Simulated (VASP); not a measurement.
# BN (zincblende type) (F-43m) in VASP: notebook

BN (zincblende type) is run at these levels: PBE; tasks: relaxation of cell and atoms.

Everything below comes from runs of VASP 6.6.1. Logs are shortened: lines on timing, memory, paths and dates and some standing lists are left out, and cuts for length are marked.

## (1) The cell of the first run

It takes space group F-43m (No. 216, cubic). Conventional cell: a = 3.330 Å, b = 3.330 Å, c = 3.330 Å, α = 90.00°, β = 90.00°, γ = 90.00°. Within 1.9 Å of B (site symmetry -43m) lie 4 N at 1.44 Å. N (site symmetry -43m) has 4 B at 1.44 Å within 1.9 Å.

## (2) Relaxation of cell and atoms, PBE, target pressure 150 GPa, at which the enthalpy is minimised

Input file INCAR:

```
ALGO = Normal
EDIFF = 1E-6
EDIFFG = -0.005
ENCUT = 600
GGA = PE
IBRION = 2
ISIF = 3
ISMEAR = -1
LASPH = True
LCHARG = False
LREAL = False
LWAVE = False
NELM = 100
NSW = 32
PREC = Accurate
PSTRESS = 1500.0
SIGMA = 0.05
```

Input file KPOINTS:

```
k-points
0
Gamma
  17 17 17
```

Input file POSCAR:

```
BN
1.0
    0.0000000000      1.6649093161      1.6649093161
    1.6649093161      0.0000000000      1.6649093161
    1.6649093161      1.6649093161      0.0000000000
B N
1 1
Direct
    0.0000000000      0.0000000000      0.0000000000
    0.2500000000      0.2500000000      0.2500000000
```

Potentials or basis: VASP PAW PBE potentials, release 64 (B, N).

Command:

```sh
> cat potpaw_PBE.64/B/POTCAR potpaw_PBE.64/N/POTCAR > POTCAR
> mpirun -np 1 vasp_std > vasp.out
```

OUTCAR:

```text
EDIFF = 1E-6
   EDIFFG = -0.005
   ENCUT = 600
   GGA = PE
   IBRION = 2
   ISIF = 3
   ISMEAR = -1
   LASPH = True
   LREAL = False
   NELM = 100
   NSW = 32
   PREC = Accurate
   PSTRESS = 1500.0

 ion  position               nearest neighbor table
   1  0.000  0.000  0.000-   2 1.44   2 1.44   2 1.44   2 1.44
   2  0.250  0.250  0.250-   1 1.44   1 1.44   1 1.44   1 1.44

  LATTYP: Found a face centered cubic cell.
 ALAT       =     3.3298186322

  Lattice vectors:

 A1 = (   0.0000000000,   1.6649093161,   1.6649093161)
 A2 = (   1.6649093161,   0.0000000000,   1.6649093161)
 A3 = (   1.6649093161,   1.6649093161,   0.0000000000)

Analysis of symmetry for initial positions (statically):
=====================================================================
 Subroutine PRICEL returns:
 Original cell was already a primitive cell.

 Routine SETGRP: Setting up the symmetry group for a
 face centered cubic supercell.

 Subroutine GETGRP returns: Found 24 space group operations
 (whereof 24 operations were pure point group operations)
 out of a pool of 48 trial point group operations.

The static configuration has the point symmetry T_d .

Analysis of symmetry for dynamics (positions and initial velocities):
=====================================================================
 Subroutine PRICEL returns:
 Original cell was already a primitive cell.

 Routine SETGRP: Setting up the symmetry group for a
 face centered cubic supercell.

 Subroutine GETGRP returns: Found 24 space group operations
 (whereof 24 operations were pure point group operations)
 out of a pool of 48 trial point group operations.

The dynamic configuration has the point symmetry T_d .

 Subroutine INISYM returns: Found 24 space group operations
 (whereof 24 operations are pure point group operations),
 and found     1 'primitive' translations

----------------------------------------------------------------------------------------

                                     Primitive cell

  volume of cell :       9.2300

  direct lattice vectors                    reciprocal lattice vectors
     0.000000000  1.664909316  1.664909316    -0.300316657  0.300316657  0.300316657
     1.664909316  0.000000000  1.664909316     0.300316657 -0.300316657  0.300316657
     1.664909316  1.664909316  0.000000000     0.300316657  0.300316657 -0.300316657

  length of vectors
     2.354537335  2.354537335  2.354537335     0.520163708  0.520163708  0.520163708

  position of ions in fractional coordinates (direct lattice)
     0.000000000  0.000000000  0.000000000
     0.250000000  0.250000000  0.250000000

  ion indices of the primitive-cell ions
   primitive index   ion index
                 1           1
                 2           2

----------------------------------------------------------------------------------------

 KPOINTS: k-points

Automatic generation of k-mesh.
 Grid dimensions read from file:
 generate k-points for:   17   17   17

 Generating k-lattice:

  Cartesian coordinates                     Fractional coordinates (reciprocal lattice)
    -0.017665686  0.017665686  0.017665686     0.058823529  0.000000000  0.000000000
     0.017665686 -0.017665686  0.017665686     0.000000000  0.058823529  0.000000000
     0.017665686  0.017665686 -0.017665686     0.000000000  0.000000000  0.058823529

  Length of vectors
     0.030597865  0.030597865  0.030597865

  Shift w.r.t. Gamma in fractional coordinates (k-lattice)
     0.000000000  0.000000000  0.000000000

 Subroutine IBZKPT returns following result:
 ===========================================

 Found    165 irreducible k-points:

 Following reciprocal coordinates:
            Coordinates               Weight
  0.000000  0.000000  0.000000      1.000000
  0.058824  0.000000  0.000000      8.000000
  0.117647  0.000000  0.000000      8.000000
  0.176471  0.000000  0.000000      8.000000
  0.235294  0.000000  0.000000      8.000000
  0.294118  0.000000  0.000000      8.000000
[... 16 lines left out ...]
 -0.176471  0.058824  0.000000     24.000000
 -0.117647  0.058824  0.000000     24.000000
 [... further k-points ...]
   k-points           NKPTS =    165   k-points in BZ     NKDIM =    165   number of bands    NBANDS=      8
   number of dos      NEDOS =    301   number of ions     NIONS =      2
   total plane-waves  NPLWV =   8000
   dimension x,y,z NGX =    20 NGY =   20 NGZ =   20
   dimension x,y,z NGXF=    40 NGYF=   40 NGZF=   40
   ions per type =               1   1
   NGX,Y,Z   is equivalent  to a cutoff of  14.12, 14.12, 14.12 a.u.
   NGXF,Y,Z  is equivalent  to a cutoff of  28.24, 28.24, 28.24 a.u.
 SYSTEM =  unknown system
   PREC   = accura    normal or accurate (medium, high low for compatibility)
   ISTART =      0    job   : 0-new  1-cont  2-samecut
   ICHARG =      2    charge: 1-file 2-atom 10-const
   ISPIN  =      1    spin polarized calculation?
   LNONCOLLINEAR =      F non collinear calculations
   LSORBIT =      F    spin-orbit coupling
   LASPH  =      T    aspherical Exc in radial PAW
   ENCUT  =  600.0 eV  44.10 Ry    6.64 a.u.   4.70  4.70  4.70*2*pi/ulx,y,z
   NELM   =    100;   NELMIN=  2; NELMDL= -5     # of ELM steps
   EDIFF  = 0.1E-05   stopping-criterion for ELM
   LREAL  =      F    real-space projection
   EDIFFG = -.5E-02   stopping-criterion for IOM
   NSW    =     32    number of steps for IOM
   IBRION =      2    ionic relax: 0-MD 1-quasi-New 2-CG
   NFREE  =      1    steps in history (QN), initial steepest desc. (CG)
   ISIF   =      3    stress and relaxation
   ISYM   =      2    0-nonsym 1-usesym 2-fastsym
   POTIM  = 0.5000    time-step for ionic-motion
   TEBEG  =    0.0;   TEEND  =   0.0 temperature during run
   PSTRESS= 1500.0 pullay stress
   NELECT =       8.0000    total number of electrons
   NUPDOWN=      -1.0000    fix difference up-down
   EMIN   =  10.00;   EMAX   =-10.00  energy-range for DOS
   EFERMI =   0.00;   METHOD = LEGACY
   ISMEAR =    -1;   SIGMA  =   0.05  broadening in eV -4-tet -1-fermi 0-gaus
   EFERMI_NEDOS =   21; number of points for ismear=-14 and -15
   IALGO  =     38    algorithm
   IMIX   =      4    mixing-type and parameters
     AMIX     =   0.40;   BMIX     =  1.00
     AMIX_MAG =   1.60;   BMIX_MAG =  1.00
  volume/ion in A,a.u.               =       4.62        31.14
  Fermi-wavevector in a.u.,A,eV,Ry     =   1.560885  2.949645 33.148718  2.436362
  Thomas-Fermi vector in A             =   2.664031
   LORBIT       =      0    0 simple, 1 ext, 2 COOP (PROOUT), +10 PAW based schemes
   GGA     = PE    functional components
   LHFCALC =     F    Hartree Fock is set to
   AEXX    =    0.0000 exact exchange contribution
   IVDW    =     0    specifies the selected vdW correction
   LEPSILON=     F    determine dielectric tensor
   LRPA    =     F    only Hartree local field effects (RPA)
 conjugate gradient relaxation of ions
 non-spin polarized calculation
  energy-cutoff  :      600.00
  volume of cell :        9.23
 maximum number of plane-waves:       331
   NGX =  9   NGY =  9   NGZ =  9

--------------------------------------- Ionic step        1  -------------------------------------------

 number of electron       7.9999999 magnetization

 Free energy of the ion-electron system (eV)
  ---------------------------------------------------
  ext. energy  EPLUGINS =         0.00000000
  ---------------------------------------------------
  free energy    TOTEN  =       -16.40990568 eV

  energy without entropy =      -16.40990568  energy(sigma->0) =      -16.40990568

------------------------ aborting loop because EDIFF is reached ----------------------------------------

  FORCE on cell =-STRESS in cart. coord.  units (eV):
  Direction    XX          YY          ZZ          XY          YZ          ZX
  --------------------------------------------------------------------------------------
  -------------------------------------------------------------------------------------
  Total        8.6874907      8.6874907      8.6874907     -0.0000000      0.0000000      0.0000000
  in kB     1508.0064168   1508.0064168   1508.0064168     -0.0000000      0.0000000      0.0000000
  external PRESSURE =       8.0064168 kB  Pullay stress =    1500.0000000 kB
[... 61 lines left out ...]
  enthalpy is  TOTEN    =        -7.7684153901 eV   P V=        8.6702411438

--------------------------------------- Ionic step        3  -------------------------------------------

 number of electron       7.9999999 magnetization

 Free energy of the ion-electron system (eV)
  ---------------------------------------------------
  ext. energy  EPLUGINS =         0.00000000
  ---------------------------------------------------
  free energy    TOTEN  =       -16.41798745 eV

  energy without entropy =      -16.41798745  energy(sigma->0) =      -16.41798745

 E-fermi :  11.7258     XC(G=0): -14.0770

 val. band max:       10.7472960837   @ k =   0.0000   0.0000   0.0000
 cond. band min:      15.4849460704   @ k =   0.4706   0.4706   0.0000
 fundamental gap:      4.7376499866
 Fermi energy:        11.7258095514

 k-point     1 :       0.0000    0.0000    0.0000
  band No.  band energies     occupation
      1     -12.5598      2.00000
      2      10.7473      2.00000
      3      10.7473      2.00000
      4      10.7473      2.00000
      5      20.7413      0.00000
      6      20.7413      0.00000
      7      20.7413      0.00000
      8      25.3912      0.00000
[... 243 lines left out ...]
 k-point    24 :      -0.1176    0.0588    0.0000
  band No.  band energies     occupation
      1     -11.9205      2.00000
      2       8.0638      2.00000
      3       9.4054      2.00000
      4      10.4262      2.00000
      5      21.3552      0.00000
      6      21.7775      0.00000
      7      22.3687      0.00000
      8      26.5779      0.00000

 [... further k-points ...]

------------------------ aborting loop because EDIFF is reached ----------------------------------------

  FORCE on cell =-STRESS in cart. coord.  units (eV):
  Direction    XX          YY          ZZ          XY          YZ          ZX
  --------------------------------------------------------------------------------------
  -------------------------------------------------------------------------------------
  Total        8.6485930      8.6485930      8.6485930     -0.0000000     -0.0000000      0.0000000
  in kB     1499.8552543   1499.8552543   1499.8552543     -0.0000000     -0.0000000      0.0000000
  external PRESSURE =      -0.1447457 kB  Pullay stress =    1500.0000000 kB
[... 17 lines left out ...]
  FREE ENERGIE OF THE ION-ELECTRON SYSTEM (eV)
  ---------------------------------------------------
  free  energy   TOTEN  =       -16.4179874522 eV

  energy  without entropy=      -16.4179874522  energy(sigma->0) =      -16.41798745

  enthalpy is  TOTEN    =        -7.7685598432 eV   P V=        8.6494276089

 reached required accuracy - stopping structural energy minimisation
```

Wall time 23 s (1 thread of AMD EPYC 7R43 (Zen 3), shared host); peak memory 0.09 GiB.

What came out:

```
Free energy                                            : -16.4180 eV
Relaxed volume                                         : 4.62 Å³/atom
Relaxed cell                                           : a = 2.355 Å, b = 2.355 Å, c = 2.355 Å, α = 60.00°, β = 60.00°, γ = 60.00°
Space group after relaxing (to 0.05 Å)                 : F-43m (No. 216)
Energy change on relaxing (the enthalpy is what falls) : -4.0 meV/atom
Ionic steps                                            : 3
Pressure after relaxing                                : 150.0 GPa
Band gap on the k mesh                                 : 4.74 eV, indirect (least direct gap 9.99 eV)
```

Step by step:
```
step  energy change (eV)  largest force (eV/Å)  pressure (GPa)  volume (Å³)
   1              0.0000                0.0000          150.80         9.23
   2             -0.0288                0.0000          147.94         9.26
   3             -0.0081                0.0000          149.99         9.24
```

Final structure:
```xyz
2
Lattice="0.0000 1.6654 1.6654 1.6654 0.0000 1.6654 1.6654 1.6654 0.0000" Properties=species:S:1:pos:R:3 pbc="T T T"
B     0.0000    0.0000    0.0000
N     0.8327    0.8327    0.8327
```

Levels at points of the mesh, in eV from the valence-band top:
| k point | band 2 | band 3 | band 4 | band 5 | band 6 | band 7 |
| --- | --- | --- | --- | --- | --- | --- |
| (0.00, 0.00, 0.00) | 0.00 | 0.00 | 0.00 | 9.99 | 9.99 | 9.99 |

Caveat: the cell is relaxed towards a set pressure, so the enthalpy falls and the energy may rise. A k mesh can miss the band edges.

## (3) Relaxation of cell and atoms, PBE, target pressure 150 GPa, at which the enthalpy is minimised

This run uses another cell than the first one, of 4.68 Å³/atom, 1.015 times its volume.

Input file INCAR:

```
PREC = Accurate ; ENCUT = 600
EDIFF = 1E-7 ; ISMEAR = -1
SIGMA = 0.05 ; LREAL = F
LASPH = T ; NELM = 100
ALGO = Normal ; ISIF = 3
LWAVE = F ; LCHARG = F
GGA = PE ; IBRION = 2
NSW = 60 ; EDIFFG = -0.005
PSTRESS = 1500.0
```

Input file KPOINTS:

```
Automatic mesh
0
Gamma
  17 17 17
```

Input file POSCAR:

```
BN
1.0
    0.0000000000      1.6732391585      1.6732391585
    1.6732391585      0.0000000000      1.6732391585
    1.6732391585      1.6732391585      0.0000000000
B N
1 1
Direct
    0.0000000000      0.0000000000      0.0000000000
    0.2500000000      0.2500000000      0.2500000000
```

Potentials or basis: VASP PAW PBE potentials, release 64 (B, N).

Command:

```sh
> cat potpaw_PBE.64/B/POTCAR potpaw_PBE.64/N/POTCAR > POTCAR
> mpirun -np 1 vasp_std > vasp.out
```

Wall time 32 s (1 thread of AMD EPYC 7R43 (Zen 3), shared host); peak memory 0.09 GiB.

Results (log left out):

```yaml
Free_energy: -16.4200 eV
Relaxed_volume: 4.62 Å³/atom
Relaxed_cell: a = 2.355 Å, b = 2.355 Å, c = 2.355 Å, α = 60.00°, β = 60.00°, γ = 60.00°
Space_group_after_relaxing_to_0.05_Å: F-43m (No. 216)
Energy_change_on_relaxing_the_enthalpy_is_what_falls: +58.0 meV/atom
Ionic_steps: 3
Pressure_after_relaxing: 149.8 GPa
Band_gap_on_the_k_mesh: 4.74 eV, indirect (least direct gap 9.99 eV)
```

Step by step:
```tsv
step	energy change (eV)	largest force (eV/Å)	pressure (GPa)	volume (Å³)
1	0.0000	0.0000	138.19	9.37
2	0.4591	0.0000	182.90	8.91
3	0.1160	0.0000	149.85	9.24
```

Final structure:
```
B N
1.0
     0.00000    1.66552    1.66552
     1.66552    0.00000    1.66552
     1.66552    1.66552    0.00000
B N
1 1
Direct
  0.00000 0.00000 0.00000
  0.25000 0.25000 0.25000
```

Levels at points of the mesh, in eV from the valence-band top:
| k point | band 1 | band 2 | band 3 | band 4 | band 5 | band 6 | band 7 | band 8 |
| --- | --- | --- | --- | --- | --- | --- | --- | --- |
| (0.00, 0.00, 0.00) | -23.30 | 0.00 | 0.00 | 0.00 | 9.99 | 9.99 | 9.99 | 14.64 |

Caveat: the cell is relaxed towards a set pressure, so the enthalpy falls and the energy may rise. A hybrid or GW would open this gap; PBE tends to underestimate it.
